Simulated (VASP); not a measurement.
# Pr2B (F-43m) in VASP: single point with PBE

Aim: the single point of Pr2B with PBE.

Program: VASP 6.6.1. These are calculated values, not measurements. Logs are shortened: lines on timing, memory, paths and dates and some standing lists are left out, and cuts for length are marked.

## (1) The cell of the first run

It takes space group F-43m (No. 216, cubic). Conventional cell: a = 9.979 Å, b = 9.979 Å, c = 9.979 Å, α = 90.00°, β = 90.00°, γ = 90.00°. Pr (site symmetry 3m) has 1 B at 2.32 Å within 3.1 Å. Within 3.1 Å of B (site symmetry -43m) lie 4 Pr at 2.32 Å. B (site symmetry -43m) has 12 Pr at 4.11 Å and 6 B at 4.99 Å within 5.4 Å.

The cell was built from a structure type or drawn by symmetry, and may not be a known phase.

## (2) Single point, PBE

Contents of INCAR:

```
PREC = Accurate ; ENCUT = 500
EDIFF = 1E-6 ; ISMEAR = 0
SIGMA = 0.2 ; LREAL = F
LASPH = T ; NELM = 200
ALGO = Normal ; ISIF = 2
LWAVE = F ; LCHARG = T
GGA = PE ; LELF = T
LVHAR = T ; NBANDS = 34
GGA_COMPAT = F ; LMAXMIX = 6
```

Contents of KPOINTS:

```
Automatic mesh
0
Gamma
  4 4 4
```

Contents of POSCAR:

```
Pr2B
1.0
    0.0000000000      4.9896567217      4.9896567217
    4.9896567217      0.0000000000      4.9896567217
    4.9896567217      4.9896567217      0.0000000000
Pr B
4 2
Direct
    0.3657078965      0.3657078965      0.3657078965
    0.3657078965      0.3657078965      0.9028763104
    0.3657078965      0.9028763104      0.3657078965
    0.9028763104      0.3657078965      0.3657078965
    0.5000000000      0.5000000000      0.5000000000
    0.0000000000      0.0000000000      0.0000000000
```

Potentials or basis: VASP PAW PBE potentials, release 64 (Pr_3, B), 4f in core.

Launch:

```sh
cat potpaw_PBE.64/Pr_3/POTCAR potpaw_PBE.64/B/POTCAR > POTCAR
mpirun -np 1 vasp_std > vasp.out
```

OUTCAR:

```text
PREC = Accurate
   ENCUT = 500
   EDIFF = 1E-6
   ISMEAR = 0
   LREAL = F
   LASPH = T
   NELM = 200
   ISIF = 2
   GGA = PE

 ion  position               nearest neighbor table
   1  0.366  0.366  0.366-   5 2.32   3 3.27   4 3.27   2 3.27   3 3.79   2 3.79   4 3.79
   2  0.366  0.366  0.903-   5 2.32   3 3.27   4 3.27   1 3.27   4 3.79   3 3.79   1 3.79
   3  0.366  0.903  0.366-   5 2.32   2 3.27   4 3.27   1 3.27   4 3.79   2 3.79   1 3.79
   4  0.903  0.366  0.366-   5 2.32   2 3.27   3 3.27   1 3.27   3 3.79   2 3.79   1 3.79
   5  0.500  0.500  0.500-   2 2.32   3 2.32   4 2.32   1 2.32
   6  0.000  0.000  0.000-

  LATTYP: Found a face centered cubic cell.
 ALAT       =     9.9793134434

  Lattice vectors:

 A1 = (   0.0000000000,   4.9896567217,   4.9896567217)
 A2 = (   4.9896567217,   0.0000000000,   4.9896567217)
 A3 = (   4.9896567217,   4.9896567217,   0.0000000000)

Analysis of symmetry for initial positions (statically):
=====================================================================
 Subroutine PRICEL returns:
 Original cell was already a primitive cell.

 Routine SETGRP: Setting up the symmetry group for a
 face centered cubic supercell.

 Subroutine GETGRP returns: Found 24 space group operations
 (whereof 24 operations were pure point group operations)
 out of a pool of 48 trial point group operations.

The static configuration has the point symmetry T_d .

Analysis of symmetry for dynamics (positions and initial velocities):
=====================================================================
 Subroutine PRICEL returns:
 Original cell was already a primitive cell.

 Routine SETGRP: Setting up the symmetry group for a
 face centered cubic supercell.

 Subroutine GETGRP returns: Found 24 space group operations
 (whereof 24 operations were pure point group operations)
 out of a pool of 48 trial point group operations.

The dynamic configuration has the point symmetry T_d .

 Subroutine INISYM returns: Found 24 space group operations
 (whereof 24 operations are pure point group operations),
 and found     1 'primitive' translations

----------------------------------------------------------------------------------------

                                     Primitive cell

  volume of cell :     248.4517

  direct lattice vectors                    reciprocal lattice vectors
[... 80 lines left out ...]
   EDIFFG = 0.1E-04   stopping-criterion for IOM
   NSW    =      0    number of steps for IOM
   IBRION =     -1    ionic relax: 0-MD 1-quasi-New 2-CG
   NFREE  =      0    steps in history (QN), initial steepest desc. (CG)
   ISIF   =      2    stress and relaxation
   ISYM   =      2    0-nonsym 1-usesym 2-fastsym
   POTIM  = 0.5000    time-step for ionic-motion
   TEBEG  =    0.0;   TEEND  =   0.0 temperature during run
   PSTRESS=    0.0 pullay stress
   NELECT =      50.0000    total number of electrons
   NUPDOWN=      -1.0000    fix difference up-down
   EMIN   =  10.00;   EMAX   =-10.00  energy-range for DOS
   EFERMI =   0.00;   METHOD = LEGACY
   ISMEAR =     0;   SIGMA  =   0.20  broadening in eV -4-tet -1-fermi 0-gaus
   EFERMI_NEDOS =   21; number of points for ismear=-14 and -15
   IALGO  =     38    algorithm
   IMIX   =      4    mixing-type and parameters
     AMIX     =   0.40;   BMIX     =  1.00
     AMIX_MAG =   1.60;   BMIX_MAG =  1.00
  volume/ion in A,a.u.               =      41.41       279.44
  Fermi-wavevector in a.u.,A,eV,Ry     =   0.959366  1.812938 12.522564  0.920382
  Thomas-Fermi vector in A             =   2.088555
   LORBIT       =      0    0 simple, 1 ext, 2 COOP (PROOUT), +10 PAW based schemes
   GGA     = PE    functional components
   LHFCALC =     F    Hartree Fock is set to
   AEXX    =    0.0000 exact exchange contribution
   IVDW    =     0    specifies the selected vdW correction
   LEPSILON=     F    determine dielectric tensor
   LRPA    =     F    only Hartree local field effects (RPA)
 non-spin polarized calculation
 Gauss-broadening in eV      SIGMA  =   0.20
  energy-cutoff  :      500.00
  volume of cell :      248.45
 maximum number of plane-waves:      6346
 NGX is ok and might be reduce to    54
   NGX = 25   NGY = 25   NGZ = 25

 number of electron      50.0000000 magnetization

 Free energy of the ion-electron system (eV)
  ---------------------------------------------------
  ext. energy  EPLUGINS =         0.00000000
  ---------------------------------------------------
  free energy    TOTEN  =       -22.57532919 eV

  energy without entropy =      -22.41346995  energy(sigma->0) =      -22.49439957

 E-fermi :   1.1920     XC(G=0):  -7.7070

 val. band max:        1.1562348980   @ k =  -0.2500   0.2500   0.0000
 cond. band min:       1.2277102261   @ k =  -0.2500   0.5000   0.2500
 fundamental gap:      0.0714753281
 Fermi energy:         1.1919783484

 k-point     1 :       0.0000    0.0000    0.0000
  band No.  band energies     occupation
      1     -35.6307      2.00000
      2     -35.4000      2.00000
      3     -35.4000      2.00000
      4     -35.4000      2.00000
      5     -18.7535      2.00000
      6     -17.9639      2.00000
[... 285 lines left out ...]
     33       2.6187      0.00000
     34       2.9819      0.00000

------------------------ aborting loop because EDIFF is reached ----------------------------------------

  FORCE on cell =-STRESS in cart. coord.  units (eV):
  Direction    XX          YY          ZZ          XY          YZ          ZX
  --------------------------------------------------------------------------------------
  -------------------------------------------------------------------------------------
  Total        0.6020007      0.6020007      0.6020007      0.0000000     -0.0000000      0.0000000
  in kB        3.8820900      3.8820900      3.8820900      0.0000000     -0.0000000      0.0000000
  external PRESSURE =       3.8820900 kB  Pullay stress =       0.0000000 kB

 VOLUME and BASIS-vectors are now :
 -----------------------------------------------------------------------------
  energy-cutoff  :      500.00
  volume of cell :      248.45
      direct lattice vectors                 reciprocal lattice vectors
     0.000000000  4.989656722  4.989656722    -0.100207294  0.100207294  0.100207294
     4.989656722  0.000000000  4.989656722     0.100207294 -0.100207294  0.100207294
     4.989656722  4.989656722  0.000000000     0.100207294  0.100207294 -0.100207294

 POSITION                                       TOTAL-FORCE (eV/Angst)
 -----------------------------------------------------------------------------------
      3.64951      3.64951      3.64951        -0.014678     -0.014678     -0.014678
      6.32980      6.32980      3.64951         0.014678      0.014678     -0.014678
      6.32980      3.64951      6.32980         0.014678     -0.014678      0.014678
      3.64951      6.32980      6.32980        -0.014678      0.014678      0.014678
      4.98966      4.98966      4.98966         0.000000      0.000000      0.000000
      0.00000      0.00000      0.00000         0.000000      0.000000      0.000000
 -----------------------------------------------------------------------------------
    total drift:                                0.000001      0.000001      0.000001

  FREE ENERGIE OF THE ION-ELECTRON SYSTEM (eV)
  ---------------------------------------------------
  free  energy   TOTEN  =       -22.5753291855 eV

  energy  without entropy=      -22.4134699514  energy(sigma->0) =      -22.49439957
```

OSZICAR:

```text
N       E                     dE             d eps       ncg     rms          rms(c)
DAV:   1     0.415621035076E+03    0.41562E+03   -0.21864E+04   544   0.124E+03
DAV:   2     0.510766321095E+01   -0.41051E+03   -0.39860E+03   640   0.316E+02
DAV:   3    -0.277877679447E+02   -0.32895E+02   -0.32065E+02   862   0.713E+01
DAV:   4    -0.303504690716E+02   -0.25627E+01   -0.25294E+01   912   0.189E+01
DAV:   5    -0.304546587477E+02   -0.10419E+00   -0.10398E+00   798   0.317E+00    0.149E+01
DAV:   6    -0.234837412729E+02    0.69709E+01   -0.43115E+01   656   0.179E+01    0.731E+00
DAV:   7    -0.227774145687E+02    0.70633E+00   -0.11059E+01   744   0.771E+00    0.390E+00
DAV:   8    -0.225919289130E+02    0.18549E+00   -0.12966E+00   766   0.353E+00    0.182E+00
DAV:   9    -0.225775102433E+02    0.14419E-01   -0.11751E-01   712   0.129E+00    0.739E-01
DAV:  10    -0.225746674280E+02    0.28428E-02   -0.25120E-02   832   0.682E-01    0.208E-01
DAV:  11    -0.225751208972E+02   -0.45347E-03   -0.22368E-03   728   0.215E-01    0.664E-02
DAV:  12    -0.225752864970E+02   -0.16560E-03   -0.58023E-04   764   0.107E-01    0.304E-02
DAV:  13    -0.225753139909E+02   -0.27494E-04   -0.27786E-04   736   0.545E-02    0.207E-02
DAV:  14    -0.225753315375E+02   -0.17547E-04   -0.13272E-04   710   0.260E-02    0.943E-03
DAV:  15    -0.225753284697E+02    0.30678E-05   -0.16740E-05   590   0.912E-03    0.310E-03
DAV:  16    -0.225753291855E+02   -0.71579E-06   -0.35315E-06   600   0.463E-03
   1 F= -.22575329E+02 E0= -.22494400E+02  d E =-.161859E+00
```

stdout:

```text
POSCAR found type information on POSCAR PrB
 POSCAR found :  2 types and       6 ions
 scaLAPACK will be used
 LDA part: xc-table for (Slater+PW92), standard interpolation
 POSCAR, INCAR and KPOINTS ok, starting setup
 FFT: planning ... GRIDC
 FFT: planning ... GRID_SOFT
 FFT: planning ... GRID
 WAVECAR not read
 entering main loop
```

Wall time 1.7 min (1 thread of Intel Xeon 6975P-C (Granite Rapids), shared host); peak memory 0.4 GiB.

Results:

```yaml
Free_energy: -22.5753 eV
Pressure: 0.4 GPa
Largest_force: 0.025 eV/Å
Band_gap_on_the_k_mesh: zero (bands 25 and 26 overlap by 0.14 eV)
```

Forces in eV/Å, atoms in the order of the input:
```
Pr  -0.015 -0.015 -0.015
Pr   0.015  0.015 -0.015
Pr   0.015 -0.015  0.015
Pr  -0.015  0.015  0.015
B    0.000  0.000  0.000
B    0.000  0.000  0.000
```

Caveat: spin-orbit coupling is left out, which moves the levels of the heavy elements; the 4f electrons are frozen in the core, so they carry no moment and show no levels.
